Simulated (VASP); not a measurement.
# LiReH6 (Pm-3) in VASP: further runs, part 2 of 2

VASP 6.6.1. The steps go on from the part before.

## (5) Relaxation of cell and atoms, PBE

This run uses another cell than the first one, of 8.97 Å³/atom, 1.649 times its volume.

File INCAR:

```
PREC = Accurate ; ENCUT = 600
EDIFF = 1E-6 ; ISMEAR = 0
SIGMA = 0.1 ; LREAL = F
LASPH = T ; NELM = 100
ALGO = Normal ; ISIF = 3
LWAVE = F ; LCHARG = F
GGA = PE ; IBRION = 2
NSW = 90 ; EDIFFG = -0.04
```

File KPOINTS:

```
Automatic mesh
0
Gamma
  4 4 4
```

File POSCAR:

```
LiReH6
1.0
    4.1561305100      0.0000000000      0.0000000000
    0.0000000000      4.1561305100      0.0000000000
    0.0000000000      0.0000000000      4.1561305100
Li Re H
1 1 6
Direct
    0.5000000000      0.5000000000      0.5000000000
    0.0000000000      0.0000000000      0.0000000000
    0.0000000000      0.5000000000      0.7456844400
    0.5000000000      0.2543155600      0.0000000000
    0.7456844400      0.0000000000      0.5000000000
    0.0000000000      0.5000000000      0.2543155600
    0.5000000000      0.7456844400      0.0000000000
    0.2543155600      0.0000000000      0.5000000000
```

Potentials or basis: VASP PAW PBE potentials, release 64 (Li_sv, Re, H).

Command:

```console
cat potpaw_PBE.64/Li_sv/POTCAR potpaw_PBE.64/Re/POTCAR potpaw_PBE.64/H/POTCAR > POTCAR
mpirun -np 1 vasp_std > vasp.out
```

OUTCAR:

```text
PREC = Accurate
   ENCUT = 600
   EDIFF = 1E-6
   ISMEAR = 0
   LREAL = F
   LASPH = T
   NELM = 100
   ISIF = 3
   GGA = PE
   IBRION = 2
   NSW = 90
   EDIFFG = -0.04

 ion  position               nearest neighbor table
   1  0.500  0.500  0.500-
   2  0.000  0.000  0.000-
   3  0.000  0.500  0.746-
   4  0.500  0.254  0.000-
   5  0.746  0.000  0.500-
   6  0.000  0.500  0.254-
   7  0.500  0.746  0.000-
   8  0.254  0.000  0.500-

  LATTYP: Found a simple cubic cell.
 ALAT       =     4.1561305100

  Lattice vectors:

 A1 = (   4.1561305100,   0.0000000000,   0.0000000000)
 A2 = (   0.0000000000,   4.1561305100,   0.0000000000)
[... 175 lines left out ...]

  energy without entropy =      -27.78579428  energy(sigma->0) =      -27.80238982

 E-fermi :   0.6790     XC(G=0):  -9.2696

 val. band max:        0.6555204888   @ k =   0.5000   0.2500   0.2500
 cond. band min:       0.6805216475   @ k =   0.5000   0.5000   0.5000
 fundamental gap:      0.0250011586
 Fermi energy:         0.6790461874
[... 476 lines left out ...]
  FREE ENERGIE OF THE ION-ELECTRON SYSTEM (eV)
  ---------------------------------------------------
  free  energy   TOTEN  =       -32.0865407039 eV

  energy  without entropy=      -32.0549110640  energy(sigma->0) =      -32.07072588

[... ionic steps 4 to 8 ...]

--------------------------------------- Ionic step        9  -------------------------------------------

 number of electron      16.0000002 magnetization

------------------------ aborting loop because EDIFF is reached ----------------------------------------
[... 79 lines left out ...]
--------------------------------------- Ionic step       11  -------------------------------------------

 number of electron      16.0000001 magnetization

 Free energy of the ion-electron system (eV)
  ---------------------------------------------------
  ext. energy  EPLUGINS =         0.00000000
  ---------------------------------------------------
  free energy    TOTEN  =       -32.17107642 eV

  energy without entropy =      -32.14229466  energy(sigma->0) =      -32.15668554

 E-fermi :   4.5331     XC(G=0): -11.2004

 val. band max:        4.5308156609   @ k =   0.5000   0.5000   0.0000
 cond. band min:       4.5450250362   @ k =   0.5000   0.2500   0.2500
 fundamental gap:      0.0142093753
 Fermi energy:         4.5330929975
[... 209 lines left out ...]
  FREE ENERGIE OF THE ION-ELECTRON SYSTEM (eV)
  ---------------------------------------------------
  free  energy   TOTEN  =       -32.1710764243 eV

  energy  without entropy=      -32.1422946624  energy(sigma->0) =      -32.15668554

 reached required accuracy - stopping structural energy minimisation
```

OSZICAR:

```text
N       E                     dE             d eps       ncg     rms          rms(c)
DAV:   1     0.335018266483E+02    0.33502E+02   -0.74496E+03   459   0.132E+03
DAV:   2    -0.268860556797E+02   -0.60388E+02   -0.54485E+02   495   0.275E+02
DAV:   3    -0.316610283856E+02   -0.47750E+01   -0.46971E+01   506   0.575E+01
[... 98 lines left out ...]
DAV:   1    -0.321712320362E+02   -0.40933E-02   -0.21825E-01   410   0.428E+00    0.362E-01
DAV:   2    -0.321715146869E+02   -0.28265E-03   -0.54116E-03   471   0.147E+00    0.511E-01
DAV:   3    -0.321710969803E+02    0.41771E-03   -0.39065E-04   499   0.645E-01    0.257E-01
DAV:   4    -0.321710763872E+02    0.20593E-04   -0.88550E-05   474   0.152E-01    0.488E-03
DAV:   5    -0.321710764243E+02   -0.37108E-07   -0.14376E-06   273   0.217E-02
  11 F= -.32171076E+02 E0= -.32156686E+02  d E =-.393766E-02
```

CONTCAR:

```text
LiReH6
   1.00000000000000
     3.5241729638985833    0.0000000000000000    0.0000000000000000
    -0.0000000000000000    3.5241729638985833   -0.0000000000000000
    -0.0000000000000000    0.0000000000000000    3.5241729638985833
  Li              Re              H
     1     1     6
Direct
     0.5000000000000000    0.5000000000000000    0.5000000000000000
     0.0000000000000000    0.0000000000000000    0.0000000000000000
     0.0000000000000000    0.5000000000000000    0.7763944721777852
     0.5000000000000000    0.2236055278222149    0.0000000000000000
     0.7763944721777852    0.0000000000000000    0.5000000000000000
     0.0000000000000000    0.5000000000000000    0.2236055278222149
     0.5000000000000000    0.7763944721777852    0.0000000000000000
     0.2236055278222149    0.0000000000000000    0.5000000000000000

  0.00000000E+00  0.00000000E+00  0.00000000E+00
  0.00000000E+00  0.00000000E+00  0.00000000E+00
  0.00000000E+00  0.00000000E+00  0.00000000E+00
  0.00000000E+00  0.00000000E+00  0.00000000E+00
  0.00000000E+00  0.00000000E+00  0.00000000E+00
  0.00000000E+00  0.00000000E+00  0.00000000E+00
  0.00000000E+00  0.00000000E+00  0.00000000E+00
  0.00000000E+00  0.00000000E+00  0.00000000E+00
```

Wall time 2.1 min (1 thread of Intel Xeon Platinum 8259CL at 2.50GHz (Skylake/Cascade Lake), shared host); peak memory 0.23 GiB.

What came out:

| Item | Value |
| --- | --- |
| Free energy | -32.1711 eV |
| Relaxed volume | 5.47 Å³/atom |
| Relaxed cell | a = 3.524 Å, b = 3.524 Å, c = 3.524 Å, α = 90.00°, β = 90.00°, γ = 90.00° |
| Space group after relaxing (to 0.05 Å) | Pm-3 (No. 200) |
| Energy gained by relaxing | 544.0 meV/atom |
| Ionic steps | 11 |
| Pressure after relaxing | -0.5 GPa |
| Largest force after relaxing | 0.023 eV/Å |
| Band gap on the k mesh | zero (band 8 reaches 6.04 eV, above the bottom of band 9 at 3.90 eV) |

Forces on the atoms (eV/Å):
```
Li   0.000  0.000  0.000
Re   0.000  0.000  0.000
H    0.000  0.000  0.023
H    0.000 -0.023  0.000
H    0.023  0.000  0.000
H    0.000  0.000 -0.023
H    0.000  0.023  0.000
H   -0.023  0.000  0.000
```

Step by step:
```
step  energy change (eV)  largest force (eV/Å)  pressure (GPa)  volume (Å³)
   1              0.0000                0.9441          -28.90        71.79
   2             -2.9378                0.7738          -24.87        56.25
   3             -4.2676                0.3259           -7.52        45.52
   4             -4.3270                0.0669            4.28        42.09
   5             -4.3386                0.1496            0.37        43.08
   6             -4.3362                0.1105            2.18        42.60
   7             -4.3450                0.1015            0.61        43.14
   8             -4.3482                0.0920           -0.75        43.76
   9             -4.3480                0.0903           -1.42        43.88
  10             -4.3482                0.0915           -1.23        43.81
  11             -4.3521                0.0232           -0.51        43.77
```

Final structure:
```
Li Re H
1.0
     3.52417    0.00000    0.00000
     0.00000    3.52417    0.00000
     0.00000    0.00000    3.52417
Li Re H
1 1 6
Direct
  0.50000 0.50000 0.50000
  0.00000 0.00000 0.00000
  0.00000 0.50000 0.77639
  0.50000 0.22361 0.00000
  0.77639 0.00000 0.50000
  0.00000 0.50000 0.22361
  0.50000 0.77639 0.00000
  0.22361 0.00000 0.50000
```

Levels at points of the mesh, in eV from the Fermi level:
| k point | band 7 | band 8 | band 9 | band 10 | band 11 | band 12 |
| --- | --- | --- | --- | --- | --- | --- |
| (0.00, 0.00, 0.00) | -0.76 | -0.63 | -0.63 | -0.63 | 5.37 | 5.37 |
| (0.50, 0.00, 0.00) | -0.87 | -0.63 | -0.13 | 0.46 | 6.26 | 6.62 |
| (0.50, 0.50, 0.00) | -1.77 | -0.14 | 0.00 | 0.40 | 4.63 | 7.03 |
| (0.50, 0.50, 0.50) | -5.07 | -0.02 | -0.02 | 1.63 | 4.43 | 4.43 |

Caveat: the k points lie up to 0.45 Å⁻¹ apart in the final cell; the cutoff is under 1.25 times the usual one of these potentials, so pressure, stress and relaxed cells hold a basis-set (Pulay) error; the volume moved by over 15 % at a fixed basis, so the end points are rough; spin-orbit coupling is left out, which moves the levels of the heavy elements.

## (6) Summary

```csv
task,cell,k mesh,cutoff (eV),gap on the mesh (eV),largest force (eV/Å)
single point,"a = 3.518 Å, 8 atoms",4 × 4 × 4,520,none,0.01
single point,"a = 4.156 Å, 8 atoms",4 × 4 × 4,520,none,0.94
single point,"a = 3.533 Å, 8 atoms",6 × 6 × 6,520,none,0.02
relaxation of cell and atoms,"relaxed from a = 4.156 Å, 8 atoms",4 × 4 × 4,600,none,0.02
```

Alike in all rows: level PBE; potentials or basis VASP PAW PBE potentials, release 64 (Li_sv, Re, H); no spin polarisation; smearing gaussian 0.1 eV.

Caveats: some runs use coarse meshes; the cutoff is under 1.25 times the usual one of these potentials, so pressure, stress and relaxed cells hold a basis-set (Pulay) error; spin-orbit coupling is left out, which moves the levels of the heavy elements; the volume moved by over 15 % at a fixed basis, so the end points are rough (some runs).

Absolute energies hang on the potentials; compare differences alone.
